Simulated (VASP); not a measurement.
A run of VASP 6.6.1:

Contents of INCAR:

```
SYSTEM = MgO
PREC = Accurate
ENCUT = 600
EDIFF = 1E-7
ISMEAR = 0
SIGMA = 0.02
LREAL = .False.
LASPH = .True.
NELM = 120
ALGO = Normal
ISIF = 3
LWAVE = .False.
LCHARG = .False.
GGA = PE
IBRION = 2
NSW = 50
EDIFFG = -0.003
PSTRESS = 6.1
GGA_COMPAT = .False.
NELMIN = 4
```

The input KPOINTS:

```
Automatic mesh
0
Gamma
  10 10 10
  0 0 0
```

POSCAR

```
MgO
1.0
    0.0000000000      2.1324758545      2.1324758545
    2.1324758545      0.0000000000      2.1324758545
    2.1324758545      2.1324758545      0.0000000000
Mg O
1 1
Direct
    0.0000000000      0.0000000000      0.0000000000
    0.5000000000      0.5000000000      0.5000000000
```

Potentials or basis: VASP PAW PBE potentials, release 64 (Mg, O).

The run is started by

```bash
$ cat potpaw_PBE.64/Mg/POTCAR potpaw_PBE.64/O/POTCAR > POTCAR
$ mpirun -np 1 vasp_std > vasp.out
```

Hardware: 1 thread of Intel(R) Xeon(R) Platinum 8559C (Emerald Rapids), on a shared host.

Task: Estimate the wall time of this run.

Result: Run time: 10 s on 1 thread of Intel(R) Xeon(R) Platinum 8559C (Emerald Rapids) (shared host), peak memory 0.14 GiB. Counts: scf iterations 27, k points 47, ion steps 3.
